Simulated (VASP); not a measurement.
# PtS2 (lda) (P-3m1) in VASP: a series of runs

PtS2 (lda) is run at these levels: LDA; tasks: single point.

Everything below comes from runs of VASP 6.6.1. Logs are shortened: lines on timing, memory, paths and dates and some standing lists are left out, and cuts for length are marked.

## (1) The cell of the first run

It takes space group P-3m1 (No. 164, trigonal). The conventional cell has a = 3.563 Å, b = 3.563 Å, c = 4.550 Å, α = 90.00°, β = 90.00°, γ = 120.00°. Within 3.1 Å of Pt (site symmetry -3m) lie 6 S at 2.37 Å. S (site symmetry 3m) has 3 Pt at 2.37 Å and 3 S at 3.00 Å within 3.1 Å.

## (2) Single point, LDA

Contents of INCAR:

```
SYSTEM = PtS2
ALGO = Normal
EDIFF = 1E-6
ENCUT = 520
ISIF = 2
ISMEAR = 0
LASPH = .TRUE.
LCHARG = .FALSE.
LREAL = .FALSE.
LWAVE = .FALSE.
NBANDS = 18
NELM = 100
PREC = Accurate
SIGMA = 0.1
```

Contents of KPOINTS:

```
k-points
0
G
  6 6 4
  0 0 0
```

Contents of POSCAR:

```
PtS2
1.0
    3.5633448169      0.0000000000      0.0000000000
   -1.7816724085      3.0859471339      0.0000000000
    0.0000000000      0.0000000000      4.5503876583
Pt S
1 2
Direct
    0.0000000000      0.0000000000      0.0000000000
    0.3333333333      0.6666666667      0.2598720873
    0.6666666667      0.3333333333      0.7401279127
```

Potentials or basis: VASP PAW LDA potentials, release 64 (Pt, S).

Run with:

```sh
$ cat potpaw_LDA.64/Pt/POTCAR potpaw_LDA.64/S/POTCAR > POTCAR
$ mpirun -np 1 vasp_std > vasp.out
```

OUTCAR:

```text
SYSTEM = PtS2
   EDIFF = 1E-6
   ENCUT = 520
   ISIF = 2
   ISMEAR = 0
   LASPH = .TRUE.
   LREAL = .FALSE.
   NELM = 100
   PREC = Accurate

 ion  position               nearest neighbor table
   1  0.000  0.000  0.000-   2 2.37   3 2.37   3 2.37   2 2.37   3 2.37   2 2.37
   2  0.333  0.667  0.260-   1 2.37   1 2.37   1 2.37
   3  0.667  0.333  0.740-   1 2.37   1 2.37   1 2.37

  LATTYP: Found a hexagonal cell.
 ALAT       =     3.5633448169
 C/A-ratio  =     1.2769989693

  Lattice vectors:

 A1 = (   3.5633448169,   0.0000000000,   0.0000000000)
 A2 = (  -1.7816724085,   3.0859471339,   0.0000000000)
 A3 = (   0.0000000000,   0.0000000000,   4.5503876583)

Analysis of symmetry for initial positions (statically):
=====================================================================
 Subroutine PRICEL returns:
 Original cell was already a primitive cell.

 Routine SETGRP: Setting up the symmetry group for a
 hexagonal supercell.

 Subroutine GETGRP returns: Found 12 space group operations
 (whereof 12 operations were pure point group operations)
 out of a pool of 24 trial point group operations.

The static configuration has the point symmetry D_3d.

Analysis of symmetry for dynamics (positions and initial velocities):
=====================================================================
 Subroutine PRICEL returns:
 Original cell was already a primitive cell.

 Routine SETGRP: Setting up the symmetry group for a
 hexagonal supercell.

 Subroutine GETGRP returns: Found 12 space group operations
 (whereof 12 operations were pure point group operations)
 out of a pool of 24 trial point group operations.

The dynamic configuration has the point symmetry D_3d.

 Subroutine INISYM returns: Found 12 space group operations
 (whereof 12 operations are pure point group operations),
 and found     1 'primitive' translations

----------------------------------------------------------------------------------------

                                     Primitive cell

  volume of cell :      50.0374

  direct lattice vectors                    reciprocal lattice vectors
     3.563344817  0.000000000  0.000000000     0.280635204  0.162024811  0.000000000
    -1.781672408  3.085947134  0.000000000     0.000000000  0.324049621  0.000000000
     0.000000000  0.000000000  4.550387658     0.000000000  0.000000000  0.219761496

  length of vectors
     3.563344817  3.563344817  4.550387658     0.324049621  0.324049621  0.219761496

[... 81 lines left out ...]
   EDIFF  = 0.1E-05   stopping-criterion for ELM
   LREAL  =      F    real-space projection
   EDIFFG = 0.1E-04   stopping-criterion for IOM
   NSW    =      0    number of steps for IOM
   IBRION =     -1    ionic relax: 0-MD 1-quasi-New 2-CG
   NFREE  =      0    steps in history (QN), initial steepest desc. (CG)
   ISIF   =      2    stress and relaxation
   ISYM   =      2    0-nonsym 1-usesym 2-fastsym
   POTIM  = 0.5000    time-step for ionic-motion
   TEBEG  =    0.0;   TEEND  =   0.0 temperature during run
   PSTRESS=    0.0 pullay stress
   NELECT =      22.0000    total number of electrons
   NUPDOWN=      -1.0000    fix difference up-down
   EMIN   =  10.00;   EMAX   =-10.00  energy-range for DOS
   EFERMI =   0.00;   METHOD = LEGACY
   ISMEAR =     0;   SIGMA  =   0.10  broadening in eV -4-tet -1-fermi 0-gaus
   EFERMI_NEDOS =   21; number of points for ismear=-14 and -15
   IALGO  =     38    algorithm
   IMIX   =      4    mixing-type and parameters
     AMIX     =   0.40;   BMIX     =  1.00
     AMIX_MAG =   1.60;   BMIX_MAG =  1.00
  volume/ion in A,a.u.               =      16.68       112.56
  Fermi-wavevector in a.u.,A,eV,Ry     =   1.244851  2.352428 21.084333  1.549655
  Thomas-Fermi vector in A             =   2.379100
   LORBIT       =      0    0 simple, 1 ext, 2 COOP (PROOUT), +10 PAW based schemes
   GGA     = CA    functional components
   LHFCALC =     F    Hartree Fock is set to
   AEXX    =    0.0000 exact exchange contribution
   IVDW    =     0    specifies the selected vdW correction
   LEPSILON=     F    determine dielectric tensor
   LRPA    =     F    only Hartree local field effects (RPA)
 non-spin polarized calculation
 Gauss-broadening in eV      SIGMA  =   0.10
  energy-cutoff  :      520.00
  volume of cell :       50.04
 maximum number of plane-waves:      1397
 NGX is ok and might be reduce to    28
   NGX = 13   NGY = 13   NGZ = 17

 number of electron      21.9999999 magnetization

 Free energy of the ion-electron system (eV)
  ---------------------------------------------------
  ext. energy  EPLUGINS =         0.00000000
  ---------------------------------------------------
  free energy    TOTEN  =       -18.20435113 eV

  energy without entropy =      -18.20170820  energy(sigma->0) =      -18.20302967

 E-fermi :   8.3215     XC(G=0): -11.5089

 val. band max:        8.1985446665   @ k =   0.0000   0.1667   0.2500
 cond. band min:       8.4010363974   @ k =   0.1667   0.1667   0.5000
 fundamental gap:      0.2024917308
 Fermi energy:         8.3214612165

 k-point     1 :       0.0000    0.0000    0.0000
  band No.  band energies     occupation
      1      -7.8698      2.00000
      2      -4.0769      2.00000
      3       0.4491      2.00000
      4       0.9650      2.00000
      5       0.9650      2.00000
      6       3.9525      2.00000
[... 481 lines left out ...]
      5       1.6776      2.00000
      6       3.4649      2.00000
[... 10 lines left out ...]
     17      16.2588      0.00000
     18      18.5832      0.00000

------------------------ aborting loop because EDIFF is reached ----------------------------------------

  FORCE on cell =-STRESS in cart. coord.  units (eV):
  Direction    XX          YY          ZZ          XY          YZ          ZX
  --------------------------------------------------------------------------------------
  -------------------------------------------------------------------------------------
  Total        0.0508158      0.0508158      0.1302921     -0.0000000     -0.0000000      0.0000000
  in kB        1.6271026      1.6271026      4.1719016     -0.0000000     -0.0000000      0.0000000
  external PRESSURE =       2.4753689 kB  Pullay stress =       0.0000000 kB

 VOLUME and BASIS-vectors are now :
 -----------------------------------------------------------------------------
  energy-cutoff  :      520.00
  volume of cell :       50.04
      direct lattice vectors                 reciprocal lattice vectors
     3.563344817  0.000000000  0.000000000     0.280635204  0.162024811  0.000000000
    -1.781672408  3.085947134  0.000000000     0.000000000  0.324049621  0.000000000
     0.000000000  0.000000000  4.550387658     0.000000000  0.000000000  0.219761496

 POSITION                                       TOTAL-FORCE (eV/Angst)
 -----------------------------------------------------------------------------------
      0.00000      0.00000      0.00000        -0.000000      0.000000      0.000000
     -0.00000      2.05730      1.18252        -0.000000      0.000000      0.035265
      1.78167      1.02865      3.36787         0.000000     -0.000000     -0.035265
 -----------------------------------------------------------------------------------
    total drift:                                0.000000     -0.000000      0.000000

  FREE ENERGIE OF THE ION-ELECTRON SYSTEM (eV)
  ---------------------------------------------------
  free  energy   TOTEN  =       -18.2043511291 eV

  energy  without entropy=      -18.2017082029  energy(sigma->0) =      -18.20302967
```

OSZICAR:

```text
N       E                     dE             d eps       ncg     rms          rms(c)
DAV:   1     0.107766732116E+03    0.10777E+03   -0.10488E+04   880   0.110E+03
DAV:   2    -0.143807002107E+02   -0.12215E+03   -0.11797E+03  1082   0.224E+02
DAV:   3    -0.194700283260E+02   -0.50893E+01   -0.50530E+01  1026   0.457E+01
DAV:   4    -0.195213115339E+02   -0.51283E-01   -0.51249E-01  1136   0.515E+00
DAV:   5    -0.195219309033E+02   -0.61937E-03   -0.61934E-03  1096   0.558E-01    0.190E+01
DAV:   6    -0.184970022749E+02    0.10249E+01   -0.60498E+00   904   0.232E+01    0.127E+01
DAV:   7    -0.182444648924E+02    0.25254E+00   -0.12013E+00   898   0.109E+01    0.593E+00
DAV:   8    -0.182075471676E+02    0.36918E-01   -0.66601E-02   960   0.197E+00    0.118E+00
DAV:   9    -0.182043418828E+02    0.32053E-02   -0.72066E-03  1014   0.780E-01    0.215E-01
DAV:  10    -0.182043488255E+02   -0.69427E-05   -0.93739E-04   990   0.204E-01    0.905E-02
DAV:  11    -0.182043518117E+02   -0.29861E-05   -0.35124E-05  1080   0.555E-02    0.369E-02
DAV:  12    -0.182043511291E+02    0.68257E-06   -0.64161E-06   976   0.243E-02
   1 F= -.18204351E+02 E0= -.18203030E+02  d E =-.264293E-02
```

It took 11 s on 1 thread of AMD EPYC 9R45 (Zen 5), shared host; peak memory 0.13 GiB.

Results:

```
Free energy            : -18.2044 eV
Pressure               : 0.2 GPa
Largest force          : 0.035 eV/Å
Band gap on the k mesh : zero (band 11 reaches 8.51 eV, above the bottom of band 12 at 8.40 eV)
```

Forces in eV/Å, atoms in the order of the input:
```
Pt   0.000  0.000  0.000
S    0.000  0.000  0.035
S    0.000  0.000 -0.035
```

Levels at points of the mesh, in eV from the Fermi level:
```csv
k point,band 8,band 9,band 10,band 11,band 12,band 13,band 14,band 15
"(0.00, 0.00, 0.00)",-2.46,-1.60,-1.60,0.19,1.16,1.16,3.30,5.11
"(0.50, 0.00, 0.00)",-4.20,-3.70,-3.62,-2.98,0.76,2.48,5.34,6.30
"(0.00, 0.00, 0.50)",-3.36,-2.20,-2.20,-1.43,2.41,2.41,5.25,6.69
"(0.50, 0.00, 0.50)",-3.72,-3.31,-3.26,-1.46,0.75,1.71,4.68,5.29
```

Caveat: spin-orbit coupling is left out, which moves the levels of the heavy elements.

## (3) Single point, LDA

This run uses another cell than the first one, of 18.26 Å³/atom, 1.095 times its volume.

Contents of INCAR:

```
SYSTEM = PtS2
PREC = Accurate
ENCUT = 520
EDIFF = 1E-6
ISMEAR = 0
SIGMA = 0.1
LREAL = .False.
LASPH = .True.
NELM = 100
ALGO = Normal
ISIF = 2
LWAVE = .False.
LCHARG = .False.
NBANDS = 18
```

Contents of KPOINTS:

```
Automatic mesh
0
Gamma
  6 6 4
  0 0 0
```

Contents of POSCAR:

```
PtS2
1.0
    3.5432000000      0.0000000000      0.0000000000
   -1.7716000000      3.0685012107      0.0000000000
    0.0000000000      0.0000000000      5.0388000000
Pt S
1 2
Direct
    0.0000000000      0.0000000000      0.0000000000
    0.3333333333      0.6666666667      0.2270000000
    0.6666666667      0.3333333333      0.7730000000
```

Potentials or basis: VASP PAW LDA potentials, release 64 (Pt, S).

Run with:

```sh
$ cat potpaw_LDA.64/Pt/POTCAR potpaw_LDA.64/S/POTCAR > POTCAR
$ mpirun -np 1 vasp_std > vasp.out
```

It took 14 s on 1 thread of AMD EPYC 9R45 (Zen 5), shared host; peak memory 0.13 GiB.

It converged, with:

```yaml
Free_energy: -18.1204 eV
Pressure: 3.6 GPa
Largest_force: 0.809 eV/Å
Band_gap_on_the_k_mesh: 0.86 eV, indirect (least direct gap 1.38 eV)
```

Forces in eV/Å, atoms in the order of the input:
```
Pt   0.000  0.000  0.000
S    0.000  0.000  0.809
S    0.000  0.000 -0.809
```

Stress tensor (GPa, compression positive):
```
3.66 0.00 0.00
0.00 3.66 0.00
0.00 0.00 3.40
```

Levels at points of the mesh, in eV from the valence-band top:
| k point | band 9 | band 10 | band 11 | band 12 | band 13 | band 14 |
| --- | --- | --- | --- | --- | --- | --- |
| (0.00, 0.00, 0.00) | -1.13 | -1.13 | -0.12 | 2.43 | 2.43 | 4.65 |
| (0.50, 0.00, 0.00) | -3.25 | -3.03 | -2.36 | 1.71 | 2.82 | 5.43 |
| (0.00, 0.00, 0.50) | -1.31 | -1.31 | -0.89 | 2.91 | 2.91 | 5.35 |
| (0.50, 0.00, 0.50) | -3.09 | -2.74 | -1.35 | 2.05 | 2.31 | 5.29 |

Caveat: spin-orbit coupling is left out, which moves the levels of the heavy elements. A k mesh can miss the band edges.
